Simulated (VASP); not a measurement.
Input of a VASP 6.6.1 run:

The input POSCAR:

```
Cl
1.0
    3.2066823265     -2.2941288504      0.0000000000
    3.2066823265      2.2941288504      0.0000000000
    0.0000000000      0.0000000000      8.3710212721
Cl
4
Direct
    0.3700000000      0.6300000000      0.4000000000
    0.1300000000      0.8700000000      0.9000000000
    0.6300000000      0.3700000000      0.6000000000
    0.8700000000      0.1300000000      0.1000000000
```

File INCAR.step1:

```
PREC     = Accurate       # precision mode
ENCUT    = 520            # plane-wave cutoff, eV
ISMEAR   = -1             # smearing method
SIGMA    = 0.05           # smearing width, eV
LREAL    = False          # projectors in reciprocal space
LASPH    = True           # aspherical terms in the spheres
NELM     = 80             # most SCF steps
NBANDS   = 22             # bands
GGA      = PE             # functional
ALGO     = Normal         # electronic algorithm
EDIFF    = 1E-4           # SCF threshold, eV
LWAVE    = True           # write WAVECAR
LCHARG   = False          # write CHGCAR
```

INCAR.step2

```
PREC     = Accurate       # precision mode
ENCUT    = 520            # plane-wave cutoff, eV
EDIFF    = 1E-6           # SCF threshold, eV
ISMEAR   = -1             # smearing method
SIGMA    = 0.05           # smearing width, eV
LREAL    = False          # projectors in reciprocal space
LASPH    = True           # aspherical terms in the spheres
NELM     = 80             # most SCF steps
ALGO     = Normal         # electronic algorithm
ISIF     = 2              # what is computed and relaxed
LWAVE    = False          # write WAVECAR
LCHARG   = True           # write CHGCAR
METAGGA  = R2SCAN         # meta-GGA
LMIXTAU  = True         
LELF     = True           # ELF
LVHAR    = True         
NBANDS   = 22             # bands
ISTART   = 1
```

KPOINTS

```
Automatic mesh
0
Gamma
  7 7 4
```

Potentials or basis: VASP PAW PBE potentials, release 64 (Cl).

Command:

```sh
$ cat potpaw_PBE.64/Cl/POTCAR > POTCAR
$ cp INCAR.step1 INCAR
$ mpirun -np 1 vasp_std > vasp.out
$ cp INCAR.step2 INCAR
$ mpirun -np 1 vasp_std > vasp.out
```

(1) What does it give for the largest force?

(2) Predict the band gap on the k mesh.

(3) What does it give for the pressure?

Answers

(1) 0.971 eV/Å.

(2) 2.67 eV (least direct gap 2.72 eV).

(3) -2.4 GPa.

Caveat: the PAW data sets were made with another functional, which shifts forces and pressure a little; an odd mesh through Γ misses points on the zone boundary, where band edges can lie.
